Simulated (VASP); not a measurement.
Set up this calculation in VASP 6.6.1, as the native input.

```yaml
Task: single point
Functional: BLYP
Potentials_or_basis: VASP PAW PBE potentials, release 64 (Mo_sv, Mg, Li_sv)
Cutoff: 520 eV
k_mesh: 6 × 5 × 5
Occupations: methfessel-paxton, width 0.1 eV
Spin: no spin polarisation
Dipole_correction: no
Further_INCAR_settings: ALGO = Fast; EDIFF = 1e-06; NBANDS = 24
```

The structure of LiMg6Mo lies in POSCAR:

```
LiMg6Mo
1.0
    4.3198629784     -0.0157214101      0.0043690409
   -0.0110179362      4.3079610380      4.5409649994
    0.0198141360     -4.3610288265      4.5926542714
Mo Mg Li
1 6 1
Direct
    0.0000000000      0.1226350000      0.1226350000
    0.5000000000      0.3540820000      0.3540820000
    0.5000000000      0.8929720000      0.8929720000
    0.5000000000      0.3674410000      0.8804880000
    0.5000000000      0.8804880000      0.3674410000
    0.0000000000      0.1282850000      0.6225930000
    0.0000000000      0.6225930000      0.1282850000
    0.0000000000      0.6315080000      0.6315080000
```

One way to write it, as run:

INCAR

```
PREC = Accurate ; ENCUT = 520
EDIFF = 1E-6 ; ISMEAR = 1
SIGMA = 0.1 ; LREAL = F
LASPH = T ; NELM = 100
ALGO = Fast ; ISIF = 2
LWAVE = F ; LCHARG = T
GGA = B5 ; ALDAX = 1.0
AGGAX = 1.0 ; AGGAC = 1.0
ALDAC = 0.0 ; LELF = T
LVHAR = T ; NBANDS = 24
```

KPOINTS

```
Automatic mesh
0
Gamma
  6 5 5
```

Potentials or basis: VASP PAW PBE potentials, release 64 (Mo_sv, Mg, Li_sv).

The run is started by

```bash
$ cat potpaw_PBE.64/Mo_sv/POTCAR potpaw_PBE.64/Mg/POTCAR potpaw_PBE.64/Li_sv/POTCAR > POTCAR
$ mpirun -np 1 vasp_std > vasp.out
```

It gave:

```
Largest force          : 0.197 eV/Å
Band gap on the k mesh : zero (an odd number of electrons rules out a gap without spin polarisation)
```

Caveat: the PAW data sets were made with another functional, which shifts forces and pressure a little.

Run time: 4.7 min on 1 thread of Intel(R) Xeon(R) Platinum 8488C (Sapphire Rapids), with other jobs on the host, peak memory 0.46 GiB.
